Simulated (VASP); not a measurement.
Write the native input for VASP 6.6.1 that does the following.

```yaml
Task: single point
Functional: PBEsol
Potentials_or_basis: VASP PAW PBE potentials, release 64 (B, N)
Cutoff: 520 eV
k_mesh: 12 × 12 × 12
Occupations: gaussian, width 0.01 eV
Spin: no spin polarisation
Dipole_correction: no
Further_INCAR_settings: ALGO = Normal; EDIFF = 1e-07; NBANDS = 11
```

The structure of BN lies in POSCAR:

```
BN
1.0
    2.4936396817      0.0015766914     -0.2236773633
   -1.2381508201      2.1645412184      0.2236442971
   -0.9412862488     -0.9012759137      3.4851804648
B N
1 1
Direct
    0.9909206270      0.9913647467     -0.0063286262
    0.6572283730      0.3245192533      0.9931336262
```

This cell differs from its parent crystal: volume scaled by 0.98, then relaxed in part.

The input as run:

INCAR

```
PREC = Accurate
ENCUT = 520
EDIFF = 1E-7
ISMEAR = 0
SIGMA = 0.01
LREAL = F
LASPH = T
NELM = 60
ALGO = Normal
ISIF = 2
LWAVE = F
LCHARG = F
GGA = PS
NBANDS = 11
```

KPOINTS

```
regular mesh
0
Gamma
  12 12 12
```

Potentials or basis: VASP PAW PBE potentials, release 64 (B, N).

Command:

```console
$ cat potpaw_PBE.64/B/POTCAR potpaw_PBE.64/N/POTCAR > POTCAR
$ mpirun -np 1 vasp_std > vasp.out
```

It gave:

| Property | Result |
| --- | --- |
| Pressure | 0.5 GPa |
| Band gap on the k mesh | 4.20 eV, indirect (least direct gap 4.63 eV) |

Caveat: the PAW data sets were made with another functional, which shifts forces and pressure a little; this functional lacks dispersion, which binds the layers, so the pressure and a relaxed spacing across them are unreliable.

It took 49 s on 1 thread of Intel(R) Xeon(R) Platinum 8375C CPU @ 2.90GHz (Ice Lake) (shared host), peak memory 0.2 GiB.
